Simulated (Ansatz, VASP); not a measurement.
**One calculation of AlN, two programs**

The input INCAR:

```
SYSTEM = AlN
  PREC = Accurate
  ENCUT = 600
  EDIFF = 1E-6
  ISMEAR = 0
  SIGMA = 0.02
  LREAL = .FALSE.
  LASPH = .TRUE.
  NELM = 120
  ALGO = Normal
  ISIF = 2
  LWAVE = .FALSE.
  LCHARG = .FALSE.
  GGA = PS
  NBANDS = 11
  GGA_COMPAT = .FALSE.
```

The input KPOINTS:

```
regular mesh
0
G
  10 10 10
  0 0 0
```

Contents of POSCAR:

```
AlN
1.0
    0.0000000000      2.0622582894      2.0622582894
    2.0622582894      0.0000000000      2.0622582894
    2.0622582894      2.0622582894      0.0000000000
Al N
1 1
Direct
    0.5000000000      0.5000000000      0.5000000000
    0.0000000000      0.0000000000      0.0000000000
```

Input for Ansatz:

```yaml
crystal:
  lattice:
    - [0.0, 2.0622582894, 2.0622582894]
    - [2.0622582894, 0.0, 2.0622582894]
    - [2.0622582894, 2.0622582894, 0.0]
  atoms:
    - { symbol: Al, position: [0.5, 0.5, 0.5] }
    - { symbol: "N", position: [0.0, 0.0, 0.0] }
basis: {}
kpoints:
  mp_grid: { grid: [10, 10, 10] }
hamiltonian:
  xc: pbesol
  pseudopotentials: { kind: all_electron, lapw: {} }
scf:
  occupations: { method: gaussian, width: 0.02 }
output:
  forces: true
  stress: true
  eigenvalues: true
```

Alike in both runs: task single point; functional PBEsol; k mesh 10 × 10 × 10; occupations gaussian, width 0.02 eV; no spin polarisation.

|  | VASP | Ansatz |
| --- | --- | --- |
| version | VASP 6.6.1 | Ansatz 0.2.0 |
| potentials or method | VASP PAW PBE potentials, release 64 (Al, N), cutoff 600 eV | scalar-relativistic, all-electron LAPW |

|  | VASP | Ansatz | Ansatz less VASP |
| --- | --- | --- | --- |
| gap on the k mesh at the Fermi level (eV) | 4.00 | 4.00 | -0.001 |
| least direct gap on the mesh (eV) | 4.84 | 4.84 | -0.003 |
| pressure (GPa) | -13.9 | -13.5 | +0.34 |

VASP's potentials were made for PBE, not for PBEsol. Ansatz ran all-electron here, and VASP with PAW potentials.
